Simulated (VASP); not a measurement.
# Nb (Im-3m) in VASP: notebook

Nb is run at these levels: PBEsol, PBE, r2SCAN; tasks: single point.

All numbers are computed with VASP 6.6.1; they aren't measurements. Logs are shortened: lines on timing, memory, paths and dates and some standing lists are left out, and cuts for length are marked.

**1. The cell of the first run**

The structure is cubic, space group Im-3m (No. 229). The conventional cell has a = 3.272 Å, b = 3.272 Å, c = 3.272 Å, α = 90.00°, β = 90.00°, γ = 90.00°. Nb (site symmetry m-3m) has 14 Nb at 2.83 to 3.27 Å within 3.7 Å.

**2. Single point, PBEsol**

INCAR

```
SYSTEM = Nb
PREC = Accurate
ENCUT = 520
EDIFF = 1E-6
ISMEAR = -1
SIGMA = 0.05
LREAL = .FALSE.
LASPH = .TRUE.
NELM = 60
ALGO = Normal
ISIF = 2
LWAVE = .FALSE.
LCHARG = .TRUE.
GGA = PS
LELF = .TRUE.
LVHAR = .TRUE.
NBANDS = 12
```

KPOINTS

```
Automatic mesh
0
G
  11 11 11
  0 0 0
```

POSCAR

```
Nb
1.0
   -1.6360340000      1.6360340000      1.6360340000
    1.6360340000     -1.6360340000      1.6360340000
    1.6360340000      1.6360340000     -1.6360340000
Nb
1
Direct
    0.0000000000      0.0000000000      0.0000000000
```

Potentials or basis: VASP PAW PBE potentials, release 64 (Nb_sv).

On the command line:

```console
$ cat potpaw_PBE.64/Nb_sv/POTCAR > POTCAR
$ mpirun -np 1 vasp_std > vasp.out
```

OUTCAR:

```text
SYSTEM = Nb
   PREC = Accurate
   ENCUT = 520
   EDIFF = 1E-6
   ISMEAR = -1
   LREAL = .FALSE.
   LASPH = .TRUE.
   NELM = 60
   ISIF = 2
   GGA = PS

 ion  position               nearest neighbor table
   1  0.000  0.000  0.000-

  LATTYP: Found a body centered cubic cell.
 ALAT       =     3.2720680000

  Lattice vectors:

 A1 = (  -1.6360340000,   1.6360340000,   1.6360340000)
 A2 = (   1.6360340000,  -1.6360340000,   1.6360340000)
 A3 = (   1.6360340000,   1.6360340000,  -1.6360340000)

Analysis of symmetry for initial positions (statically):
=====================================================================
 Subroutine PRICEL returns:
 Original cell was already a primitive cell.

 Routine SETGRP: Setting up the symmetry group for a
 body centered cubic supercell.

 Subroutine GETGRP returns: Found 48 space group operations
 (whereof 48 operations were pure point group operations)
 out of a pool of 48 trial point group operations.

The static configuration has the point symmetry O_h .

Analysis of symmetry for dynamics (positions and initial velocities):
=====================================================================
 Subroutine PRICEL returns:
 Original cell was already a primitive cell.

 Routine SETGRP: Setting up the symmetry group for a
 body centered cubic supercell.

 Subroutine GETGRP returns: Found 48 space group operations
 (whereof 48 operations were pure point group operations)
 out of a pool of 48 trial point group operations.

The dynamic configuration has the point symmetry O_h .

 Subroutine INISYM returns: Found 48 space group operations
 (whereof 48 operations are pure point group operations),
 and found     1 'primitive' translations

----------------------------------------------------------------------------------------

                                     Primitive cell

  volume of cell :      17.5161

  direct lattice vectors                    reciprocal lattice vectors
    -1.636034000  1.636034000  1.636034000     0.000000000  0.305617120  0.305617120
     1.636034000 -1.636034000  1.636034000     0.305617120  0.000000000  0.305617120
     1.636034000  1.636034000 -1.636034000     0.305617120  0.305617120  0.000000000

  length of vectors
     2.833694011  2.833694011  2.833694011     0.432207877  0.432207877  0.432207877

  position of ions in fractional coordinates (direct lattice)
[... 82 lines left out ...]
   NFREE  =      0    steps in history (QN), initial steepest desc. (CG)
   ISIF   =      2    stress and relaxation
   ISYM   =      2    0-nonsym 1-usesym 2-fastsym
   POTIM  = 0.5000    time-step for ionic-motion
   TEBEG  =    0.0;   TEEND  =   0.0 temperature during run
   PSTRESS=    0.0 pullay stress
   NELECT =      13.0000    total number of electrons
   NUPDOWN=      -1.0000    fix difference up-down
   EMIN   =  10.00;   EMAX   =-10.00  energy-range for DOS
   EFERMI =   0.00;   METHOD = LEGACY
   ISMEAR =    -1;   SIGMA  =   0.05  broadening in eV -4-tet -1-fermi 0-gaus
   EFERMI_NEDOS =   21; number of points for ismear=-14 and -15
   IALGO  =     38    algorithm
   IMIX   =      4    mixing-type and parameters
     AMIX     =   0.40;   BMIX     =  1.00
     AMIX_MAG =   1.60;   BMIX_MAG =  1.00
  volume/ion in A,a.u.               =      17.52       118.20
  Fermi-wavevector in a.u.,A,eV,Ry     =   1.482212  2.800974 29.891348  2.196952
  Thomas-Fermi vector in A             =   2.596026
   LORBIT       =      0    0 simple, 1 ext, 2 COOP (PROOUT), +10 PAW based schemes
   GGA     = PS    functional components
   LHFCALC =     F    Hartree Fock is set to
   AEXX    =    0.0000 exact exchange contribution
   IVDW    =     0    specifies the selected vdW correction
   LEPSILON=     F    determine dielectric tensor
   LRPA    =     F    only Hartree local field effects (RPA)
 non-spin polarized calculation
  energy-cutoff  :      520.00
  volume of cell :       17.52
 maximum number of plane-waves:       482
 NGX is ok and might be reduce to    24
   NGX = 11   NGY = 11   NGZ = 11

 number of electron      13.0000001 magnetization

 Free energy of the ion-electron system (eV)
  ---------------------------------------------------
  ext. energy  EPLUGINS =         0.00000000
  ---------------------------------------------------
  free energy    TOTEN  =       -10.94864207 eV

  energy without entropy =      -10.93310646  energy(sigma->0) =      -10.94087426

 E-fermi :  11.3897     XC(G=0): -12.7758

 val. band max:       11.3776300501   @ k =   0.2727   0.0000   0.0000
 cond. band min:      11.4085224558   @ k =   0.0909   0.0909   0.0000
 fundamental gap:      0.0308924057
 Fermi energy:        11.3896946254

 k-point     1 :       0.0000    0.0000    0.0000
  band No.  band energies     occupation
      1     -42.8068      2.00000
      2     -18.0584      2.00000
      3     -18.0584      2.00000
      4     -18.0584      2.00000
      5       5.4126      2.00000
      6      11.7898      0.00067
      7      11.7898      0.00067
      8      11.7898      0.00067
      9      14.7933      0.00000
     10      14.7933      0.00000
     11      25.7246      0.00000
     12      25.7246      0.00000
[... 331 lines left out ...]
 k-point    24 :       0.3636    0.1818    0.0909
  band No.  band energies     occupation
      1     -42.5147      2.00000
      2     -19.2922      2.00000
      3     -18.7366      2.00000
      4     -18.3093      2.00000
      5       8.9559      2.00000
      6       9.7991      2.00000
      7      11.8157      0.00040
      8      15.2187      0.00000
      9      15.6466      0.00000
     10      20.8102      0.00000
     11      22.2050      0.00000
     12      24.3857      0.00000

 [... further k-points ...]

------------------------ aborting loop because EDIFF is reached ----------------------------------------

  FORCE on cell =-STRESS in cart. coord.  units (eV):
  Direction    XX          YY          ZZ          XY          YZ          ZX
  --------------------------------------------------------------------------------------
  -------------------------------------------------------------------------------------
  Total        0.0526997      0.0526997      0.0526997      0.0000000     -0.0000000      0.0000000
  in kB        4.8203863      4.8203863      4.8203863      0.0000000     -0.0000000      0.0000000
  external PRESSURE =       4.8203863 kB  Pullay stress =       0.0000000 kB

 VOLUME and BASIS-vectors are now :
 -----------------------------------------------------------------------------
  energy-cutoff  :      520.00
  volume of cell :       17.52
      direct lattice vectors                 reciprocal lattice vectors
    -1.636034000  1.636034000  1.636034000     0.000000000  0.305617120  0.305617120
     1.636034000 -1.636034000  1.636034000     0.305617120  0.000000000  0.305617120
     1.636034000  1.636034000 -1.636034000     0.305617120  0.305617120  0.000000000

 POSITION                                       TOTAL-FORCE (eV/Angst)
 -----------------------------------------------------------------------------------
      0.00000      0.00000      0.00000        -0.000000     -0.000000      0.000000
 -----------------------------------------------------------------------------------
    total drift:                               -0.000000     -0.000000      0.000000

  FREE ENERGIE OF THE ION-ELECTRON SYSTEM (eV)
  ---------------------------------------------------
  free  energy   TOTEN  =       -10.9486420666 eV

  energy  without entropy=      -10.9331064563  energy(sigma->0) =      -10.94087426
```

Run time: 20 s. Hardware: 1 thread of AMD EPYC 7R43 (Zen 3), shared host; peak memory 0.11 GiB.

Results:

| Quantity | Value |
| --- | --- |
| Free energy | -10.9486 eV |
| Pressure | 0.5 GPa |

Caveat: the PAW data sets were made with another functional, which shifts forces and pressure a little.

**3. Single point, PBE**

INCAR

```
SYSTEM = Nb
  ALGO = Normal
  EDIFF = 1E-6
  ENCUT = 520
  GGA = PE
  ISIF = 2
  ISMEAR = -1
  LASPH = .TRUE.
  LCHARG = .FALSE.
  LREAL = .FALSE.
  LWAVE = .FALSE.
  NBANDS = 12
  NELM = 80
  PREC = Accurate
  SIGMA = 0.05
```

KPOINTS

```
k-points
0
G
  11 11 11
  0 0 0
```

POSCAR is that of step 2.

Potentials or basis: VASP PAW PBE potentials, release 64 (Nb_sv).

On the command line:

```console
$ cat potpaw_PBE.64/Nb_sv/POTCAR > POTCAR
$ mpirun -np 1 vasp_std > vasp.out
```

Run time: 17 s. Hardware: 1 thread of AMD EPYC 7R43 (Zen 3), shared host; peak memory 0.11 GiB.

Results (log left out):

| Quantity | Value |
| --- | --- |
| Free energy | -10.2014 eV |
| Pressure | 6.8 GPa |

Levels at points of the mesh, in eV from the Fermi level:
```
           k point  band 3  band 4  band 5  band 6  band 7  band 8  band 9  band 10
(0.00, 0.00, 0.00)  -29.53  -29.53   -5.95    0.40    0.40    0.40    3.40     3.40
```

(Continued in part 2 of 2.)
